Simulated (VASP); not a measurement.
# Lu in VASP: further runs

Aim: see how the results for Lu move with the level of theory and the settings. Levels: r2SCAN, PBEsol. Tasks: single point.

All numbers are computed with VASP 6.6.1; they aren't measurements. Logs are shortened: lines on timing, memory, paths and dates and some standing lists are left out, and cuts for length are marked.

### 1 The cell of the first run

The structure is hexagonal, space group P6_3/mmc (No. 194). The conventional cell has a = 3.549 Å, b = 3.549 Å, c = 5.624 Å, α = 90.00°, β = 90.00°, γ = 120.00°. Lu (site symmetry -6m2) has 12 Lu at 3.48 to 3.55 Å within 4.6 Å.

### 2 Single point, r2SCAN

The input, POSCAR:

```
Lu
1.0
    3.5491987075      0.0000000000      0.0000000000
   -1.7745993538      3.0736962438      0.0000000000
    0.0000000000      0.0000000000      5.6239465347
Lu
2
Direct
    0.6666666667      0.3333333333      0.7500000000
    0.3333333333      0.6666666667      0.2500000000
```

The input, INCAR.step1:

```
PREC = Accurate
ENCUT = 520
ISMEAR = -1
SIGMA = 0.05
LREAL = False
LASPH = True
NELM = 80
NBANDS = 32
GGA = PE
ALGO = Normal
EDIFF = 1E-4
LWAVE = True
LCHARG = False
```

The input, INCAR.step2:

```
PREC = Accurate
ENCUT = 520
EDIFF = 1E-7
ISMEAR = -1
SIGMA = 0.05
LREAL = False
LASPH = True
NELM = 80
ALGO = Normal
ISIF = 2
LWAVE = False
LCHARG = False
METAGGA = R2SCAN
LMIXTAU = True
NBANDS = 32
ISTART = 1
```

The input, KPOINTS:

```
regular mesh
0
Gamma
  9 9 5
```

Potentials or basis: VASP PAW PBE potentials, release 64 (Lu).

On the command line:

```sh
> cat potpaw_PBE.64/Lu/POTCAR > POTCAR
> cp INCAR.step1 INCAR
> mpirun -np 1 vasp_std > vasp.out
> cp INCAR.step2 INCAR
> mpirun -np 1 vasp_std > vasp.out
```

OUTCAR:

```text
PREC = Accurate
   ENCUT = 520
   EDIFF = 1E-7
   ISMEAR = -1
   LREAL = False
   LASPH = True
   NELM = 80
   ISIF = 2
   METAGGA = R2SCAN
   ISTART = 1

 ion  position               nearest neighbor table
   1  0.667  0.333  0.750-   2 3.48   2 3.48   2 3.48   2 3.48   2 3.48   2 3.48
   2  0.333  0.667  0.250-   1 3.48   1 3.48   1 3.48   1 3.48   1 3.48   1 3.48

  LATTYP: Found a hexagonal cell.
 ALAT       =     3.5491987075
 C/A-ratio  =     1.5845679541

  Lattice vectors:

 A1 = (   3.5491987075,   0.0000000000,   0.0000000000)
 A2 = (  -1.7745993538,   3.0736962438,   0.0000000000)
 A3 = (   0.0000000000,   0.0000000000,   5.6239465347)

Analysis of symmetry for initial positions (statically):
=====================================================================
 Subroutine PRICEL returns:
 Original cell was already a primitive cell.

 Routine SETGRP: Setting up the symmetry group for a
 hexagonal supercell.

 Subroutine GETGRP returns: Found 24 space group operations
 (whereof 12 operations were pure point group operations)
 out of a pool of 24 trial point group operations.

The static configuration has the point symmetry D_3d.
 The point group associated with its full space group is D_6h.

Analysis of symmetry for dynamics (positions and initial velocities):
=====================================================================
 Subroutine PRICEL returns:
 Original cell was already a primitive cell.

 Routine SETGRP: Setting up the symmetry group for a
 hexagonal supercell.

 Subroutine GETGRP returns: Found 24 space group operations
 (whereof 12 operations were pure point group operations)
 out of a pool of 24 trial point group operations.

The dynamic configuration has the point symmetry D_3d.
 The point group associated with its full space group is D_6h.

 Subroutine INISYM returns: Found 24 space group operations
 (whereof 12 operations are pure point group operations),
 and found     1 'primitive' translations

----------------------------------------------------------------------------------------

                                     Primitive cell

  volume of cell :      61.3525

  direct lattice vectors                    reciprocal lattice vectors
     3.549198707  0.000000000  0.000000000     0.281753737  0.162670596  0.000000000
    -1.774599354  3.073696244  0.000000000     0.000000000  0.325341192  0.000000000
     0.000000000  0.000000000  5.623946535     0.000000000  0.000000000  0.177811079

  length of vectors
     3.549198707  3.549198708  5.623946535     0.325341192  0.325341192  0.177811079

  position of ions in fractional coordinates (direct lattice)
     0.666666667  0.333333333  0.750000000
     0.333333333  0.666666667  0.250000000

  ion indices of the primitive-cell ions
   primitive index   ion index
                 1           1
                 2           2

----------------------------------------------------------------------------------------

 KPOINTS: regular mesh

Automatic generation of k-mesh.
 Grid dimensions read from file:
 generate k-points for:    9    9    5

 Generating k-lattice:

  Cartesian coordinates                     Fractional coordinates (reciprocal lattice)
     0.031305971  0.018074511  0.000000000     0.111111111  0.000000000  0.000000000
     0.000000000  0.036149021  0.000000000     0.000000000  0.111111111  0.000000000
     0.000000000  0.000000000  0.035562216     0.000000000  0.000000000  0.200000000

  Length of vectors
     0.036149021  0.036149021  0.035562216

  Shift w.r.t. Gamma in fractional coordinates (k-lattice)
     0.000000000  0.000000000  0.000000000

 Subroutine IBZKPT returns following result:
 ===========================================

 Found     36 irreducible k-points:

 Following reciprocal coordinates:
            Coordinates               Weight
  0.000000  0.000000  0.000000      1.000000
  0.111111  0.000000  0.000000      6.000000
  0.222222  0.000000  0.000000      6.000000
  0.333333 -0.000000  0.000000      6.000000
  0.444444  0.000000  0.000000      6.000000
  0.111111  0.111111  0.000000      6.000000
[... 16 lines left out ...]
  0.333333  0.222222  0.200000     24.000000
  0.333333  0.333333  0.200000      4.000000
 [... further k-points ...]
   k-points           NKPTS =     36   k-points in BZ     NKDIM =     36   number of bands    NBANDS=     32
   number of dos      NEDOS =    301   number of ions     NIONS =      2
   total plane-waves  NPLWV =  32928
   dimension x,y,z NGX =    28 NGY =   28 NGZ =   42
   dimension x,y,z NGXF=    56 NGYF=   56 NGZF=   84
   ions per type =               2
   NGX,Y,Z   is equivalent  to a cutoff of  13.12, 13.12, 12.42 a.u.
   NGXF,Y,Z  is equivalent  to a cutoff of  26.23, 26.23, 24.83 a.u.
 SYSTEM =  unknown system
   PREC   = accura    normal or accurate (medium, high low for compatibility)
   ISTART =      1    job   : 0-new  1-cont  2-samecut
   ICHARG =      0    charge: 1-file 2-atom 10-const
   ISPIN  =      1    spin polarized calculation?
   LNONCOLLINEAR =      F non collinear calculations
   LSORBIT =      F    spin-orbit coupling
   LASPH  =      T    aspherical Exc in radial PAW
   ENCUT  =  520.0 eV  38.22 Ry    6.18 a.u.   6.60  6.60 10.46*2*pi/ulx,y,z
   NELM   =     80;   NELMIN=  2; NELMDL=  0     # of ELM steps
   EDIFF  = 0.1E-06   stopping-criterion for ELM
   LREAL  =      F    real-space projection
   EDIFFG = 0.1E-05   stopping-criterion for IOM
   NSW    =      0    number of steps for IOM
   IBRION =     -1    ionic relax: 0-MD 1-quasi-New 2-CG
   NFREE  =      0    steps in history (QN), initial steepest desc. (CG)
   ISIF   =      2    stress and relaxation
   ISYM   =      2    0-nonsym 1-usesym 2-fastsym
   POTIM  = 0.5000    time-step for ionic-motion
   TEBEG  =    0.0;   TEEND  =   0.0 temperature during run
   PSTRESS=    0.0 pullay stress
   NELECT =      50.0000    total number of electrons
   NUPDOWN=      -1.0000    fix difference up-down
   EMIN   =  10.00;   EMAX   =-10.00  energy-range for DOS
   EFERMI =   0.00;   METHOD = LEGACY
   ISMEAR =    -1;   SIGMA  =   0.05  broadening in eV -4-tet -1-fermi 0-gaus
   EFERMI_NEDOS =   21; number of points for ismear=-14 and -15
   IALGO  =     38    algorithm
   IMIX   =      4    mixing-type and parameters
     AMIX     =   0.40;   BMIX     =  1.00
     AMIX_MAG =   1.60;   BMIX_MAG =  1.00
  volume/ion in A,a.u.               =      30.68       207.01
  Fermi-wavevector in a.u.,A,eV,Ry     =   1.529164  2.889701 31.815075  2.338342
  Thomas-Fermi vector in A             =   2.636823
   LORBIT       =      0    0 simple, 1 ext, 2 COOP (PROOUT), +10 PAW based schemes
   METAGGA = R2SCAN    functional components
   LHFCALC =     F    Hartree Fock is set to
   AEXX    =    0.0000 exact exchange contribution
   IVDW    =     0    specifies the selected vdW correction
   LEPSILON=     F    determine dielectric tensor
   LRPA    =     F    only Hartree local field effects (RPA)
 non-spin polarized calculation
  energy-cutoff  :      520.00
  volume of cell :       61.35
 maximum number of plane-waves:      1683
 NGX is ok and might be reduce to    28
   NGX = 13   NGY = 13   NGZ = 21

 number of electron      50.0000001 magnetization

 Free energy of the ion-electron system (eV)
  ---------------------------------------------------
  ext. energy  EPLUGINS =         0.00000000
  ---------------------------------------------------
  free energy    TOTEN  =       -76.11430593 eV

  energy without entropy =      -76.08561256  energy(sigma->0) =      -76.09995924

 E-fermi :   1.9538     XC(G=0): -11.3315

 val. band max:        1.9098393821   @ k =   0.4444   0.1111   0.4000
 cond. band min:       1.9814486694   @ k =   0.3333   0.1111   0.4000
 fundamental gap:      0.0716092872
 Fermi energy:         1.9537565828

 k-point     1 :       0.0000    0.0000    0.0000
  band No.  band energies     occupation
      1     -56.0523      2.00000
      2     -56.0239      2.00000
      3     -26.2794      2.00000
      4     -25.9099      2.00000
      5     -25.9099      2.00000
      6     -25.8430      2.00000
[... 24 lines left out ...]
     31       5.7159      0.00000
     32       5.7159      0.00000

 k-point     2 :       0.1111    0.0000    0.0000
  band No.  band energies     occupation
      1     -56.0499      2.00000
      2     -56.0230      2.00000
      3     -26.2625      2.00000
      4     -25.9442      2.00000
      5     -25.9214      2.00000
      6     -25.8790      2.00000
[... 24 lines left out ...]
     31       5.3631      0.00000
     32       5.4277      0.00000

 k-point     3 :       0.2222    0.0000    0.0000
  band No.  band energies     occupation
      1     -56.0435      2.00000
      2     -56.0209      2.00000
      3     -26.2162      2.00000
      4     -26.0318      2.00000
      5     -25.9672      2.00000
      6     -25.9493      2.00000
[... 24 lines left out ...]
     31       5.7920      0.00000
     32       6.1220      0.00000

 k-point     4 :       0.3333   -0.0000    0.0000
  band No.  band energies     occupation
      1     -56.0355      2.00000
      2     -56.0192      2.00000
      3     -26.1528      2.00000
      4     -26.1321      2.00000
      5     -26.0629      2.00000
      6     -25.9796      2.00000
[... 24 lines left out ...]
     31       6.7065      0.00000
     32       7.2159      0.00000

 k-point     5 :       0.4444    0.0000    0.0000
  band No.  band energies     occupation
      1     -56.0294      2.00000
      2     -56.0190      2.00000
      3     -26.1977      2.00000
      4     -26.1231      2.00000
      5     -26.0964      2.00000
      6     -25.9988      2.00000
[... 584 lines left out ...]
     31       7.7503      0.00000
     32       8.3781      0.00000

 k-point    22 :       0.2222    0.2222    0.2000
  band No.  band energies     occupation
      1     -56.0304      2.00000
      2     -56.0201      2.00000
      3     -26.1709      2.00000
      4     -26.1334      2.00000
      5     -26.0326      2.00000
      6     -26.0169      2.00000
[... 24 lines left out ...]
     31       7.4559      0.00000
     32       7.5185      0.00000

 k-point    23 :       0.3333    0.2222    0.2000
  band No.  band energies     occupation
      1     -56.0254      2.00000
      2     -56.0202      2.00000
      3     -26.1819      2.00000
      4     -26.1427      2.00000
      5     -26.0744      2.00000
      6     -26.0022      2.00000
[... 24 lines left out ...]
     31       7.4943      0.00000
     32       7.8982      0.00000

 k-point    24 :       0.3333    0.3333    0.2000
  band No.  band energies     occupation
      1     -56.0220      2.00000
      2     -56.0220      2.00000
      3     -26.1367      2.00000
      4     -26.1331      2.00000
      5     -26.1331      2.00000
      6     -26.0205      2.00000
[... 24 lines left out ...]
     31       7.6103      0.00000
     32       7.6104      0.00000

 [... further k-points ...]
[... 5 lines left out ...]
  --------------------------------------------------------------------------------------
  -------------------------------------------------------------------------------------
  Total       -0.6803711     -0.6803711     -1.0445405      0.0000000      0.0000000      0.0000000
  in kB      -17.7674049    -17.7674049    -27.2774288      0.0000000      0.0000000      0.0000000
  external PRESSURE =     -20.9374129 kB  Pullay stress =       0.0000000 kB

 VOLUME and BASIS-vectors are now :
 -----------------------------------------------------------------------------
  energy-cutoff  :      520.00
  volume of cell :       61.35
      direct lattice vectors                 reciprocal lattice vectors
     3.549198707  0.000000000  0.000000000     0.281753737  0.162670596  0.000000000
    -1.774599354  3.073696244  0.000000000     0.000000000  0.325341192  0.000000000
     0.000000000  0.000000000  5.623946535     0.000000000  0.000000000  0.177811079

 POSITION                                       TOTAL-FORCE (eV/Angst)
 -----------------------------------------------------------------------------------
      1.77460      1.02457      4.21796         0.000000     -0.000000      0.000000
     -0.00000      2.04913      1.40599        -0.000000      0.000000      0.000000
 -----------------------------------------------------------------------------------
    total drift:                                0.000000     -0.000000      0.000000

  FREE ENERGIE OF THE ION-ELECTRON SYSTEM (eV)
  ---------------------------------------------------
  free  energy   TOTEN  =       -76.1143059259 eV

  energy  without entropy=      -76.0856125602  energy(sigma->0) =      -76.09995924
```

Wall time 3.6 min (1 thread of Intel Xeon 6975P-C (Granite Rapids), shared host); peak memory 0.22 GiB.

What came out:

```
Free energy            : -76.1143 eV
Pressure               : -2.1 GPa
Band gap on the k mesh : zero (band 25 reaches 2.86 eV, above the bottom of band 26 at 1.46 eV)
```

Levels at points of the mesh, in eV from the Fermi level:
```csv
k point,band 23,band 24,band 25,band 26,band 27,band 28
"(0.00, 0.00, 0.00)",-5.15,-2.36,0.29,2.43,2.43,2.73
```

Caveat: the PAW data sets were made with another functional, which shifts forces and pressure a little; spin-orbit coupling is left out, which moves the levels of the heavy elements.

### 3 Single point, r2SCAN

This run uses another cell than the first one, of 31.27 Å³/atom, 1.019 times its volume.

The input, POSCAR:

```
Lu
1.0
    3.5718056782      0.0000000000      0.0000000000
   -1.7859028391      3.0932744547      0.0000000000
    0.0000000000      0.0000000000      5.6597688160
Lu
2
Direct
    0.6666666667      0.3333333333      0.7500000000
    0.3333333333      0.6666666667      0.2500000000
```

The input, INCAR.step1:

```
SYSTEM = Lu
  ALGO = Normal
  EDIFF = 1E-4
  ENCUT = 520
  GGA = PE
  ISMEAR = -1
  LASPH = .TRUE.
  LCHARG = .FALSE.
  LREAL = .FALSE.
  LWAVE = .TRUE.
  NBANDS = 32
  NELM = 80
  PREC = Accurate
  SIGMA = 0.05
```

The input, INCAR.step2:

```
SYSTEM = Lu
  ALGO = Normal
  EDIFF = 1E-6
  ENCUT = 520
  ISIF = 2
  ISMEAR = -1
  ISTART = 1
  LASPH = .TRUE.
  LCHARG = .FALSE.
  LMIXTAU = .TRUE.
  LREAL = .FALSE.
  LWAVE = .FALSE.
  METAGGA = R2SCAN
  NBANDS = 32
  NELM = 80
  PREC = Accurate
  SIGMA = 0.05
```

The input, KPOINTS:

```
k-points
0
G
  9 9 5
  0 0 0
```

Potentials or basis: VASP PAW PBE potentials, release 64 (Lu).

On the command line:

```sh
> cat potpaw_PBE.64/Lu/POTCAR > POTCAR
> cp INCAR.step1 INCAR
> mpirun -np 1 vasp_std > vasp.out
> cp INCAR.step2 INCAR
> mpirun -np 1 vasp_std > vasp.out
```

Wall time 2.9 min (1 thread of Intel Xeon 6975P-C (Granite Rapids), shared host); peak memory 0.22 GiB.

It converged, with:

| Quantity | Value |
| --- | --- |
| Free energy | -76.0978 eV |
| Pressure | -2.8 GPa |
| Band gap on the k mesh | zero (band 25 reaches 2.78 eV, above the bottom of band 26 at 1.40 eV) |

Stress tensor (GPa, compression positive):
```
-2.50  0.00  0.00
 0.00 -2.50  0.00
 0.00  0.00 -3.36
```

Levels at points of the mesh, in eV from the Fermi level:
```
           k point  band 21  band 22  band 23  band 24  band 25  band 26  band 27  band 28  band 29  band 30
(0.00, 0.00, 0.00)    -5.21    -5.19    -5.19    -2.32     0.24     2.41     2.41     2.71     3.11     3.11
```

Caveat: the PAW data sets were made with another functional, which shifts forces and pressure a little; spin-orbit coupling is left out, which moves the levels of the heavy elements.

(Part 1 of 2 ends here.)
